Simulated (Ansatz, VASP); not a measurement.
# Nb16H in VASP and in Ansatz

```
Nb H
1.0
     6.60000    0.00000    0.00000
     0.00000    6.60000    0.00000
     0.00000    0.00000    6.60000
Nb H
16 1
Direct
  0.99348 0.99473 0.00045
  0.50566 0.99473 0.00046
  0.99868 0.50020 0.00054
  0.99968 0.00181 0.50052
  0.24962 0.25588 0.25666
  0.50053 0.50025 0.00054
  0.49953 0.00182 0.50051
  0.74961 0.24866 0.25057
  0.99961 0.50268 0.50051
  0.24958 0.75028 0.25129
  0.24963 0.25583 0.74449
  0.49966 0.50272 0.50051
  0.74961 0.74789 0.25051
  0.74961 0.24866 0.75044
  0.24958 0.75020 0.74971
  0.74961 0.74783 0.75042
  0.24958 0.12541 0.00069
```

Alike in both runs: functional PBE; k mesh 3 × 3 × 3; occupations gaussian, width 0.05 eV; no spin polarisation.

Ansatz relaxed the structure, and its values are those at the end. VASP's run is a single point on that final structure, the one shown.

|  | VASP | Ansatz |
| --- | --- | --- |
| version | VASP 6.6.1 | Ansatz 0.2.0 |
| potentials or method | VASP PAW PBE potentials, release 64 (Nb_sv, H), cutoff 520 eV | scalar-relativistic, plane waves, PAW |
| valence electrons in the cell | 209 | 209 |

|  | VASP | Ansatz | Ansatz less VASP |
| --- | --- | --- | --- |
| rms of the force components (eV/Å) | 0.005 | 0.006 | +0.0001 |
